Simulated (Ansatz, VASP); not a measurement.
## One calculation of KNbO3, two programs

```xyz
5
Lattice="4.0292 0.0000 0.0000 0.0000 4.0292 0.0000 0.0000 0.0000 4.0292" Properties=species:S:1:pos:R:3 pbc="T T T"
K     0.0000    0.0000    0.0000
Nb    2.0146    2.0146    2.0146
O     0.0000    2.0146    2.0146
O     2.0146    0.0000    2.0146
O     2.0146    2.0146    0.0000
```

Alike in both runs: task single point; functional PBE; k mesh 6 × 6 × 6; no spin polarisation; Hubbard terms Nb d U = 4.0 eV.

|  | VASP | Ansatz |
| --- | --- | --- |
| version | VASP 6.6.1 | Ansatz 0.2.0 |
| potentials or method | VASP PAW PBE potentials, release 64 (K_sv, Nb_sv, O) | plane waves, PAW |
| plane-wave cutoff (eV) | 600 | 420 |
| occupations | methfessel-paxton of order 1, width 0.05 eV | cold, width 0.05 eV |
| valence electrons in the cell | 40 | 40 |

|  | VASP | Ansatz | Ansatz less VASP |
| --- | --- | --- | --- |
| gap on the k mesh at the Fermi level (eV) | 1.96 | 1.92 | -0.049 |

The programs project onto different local orbitals, so the same U acts differently, and such runs can settle in different states.
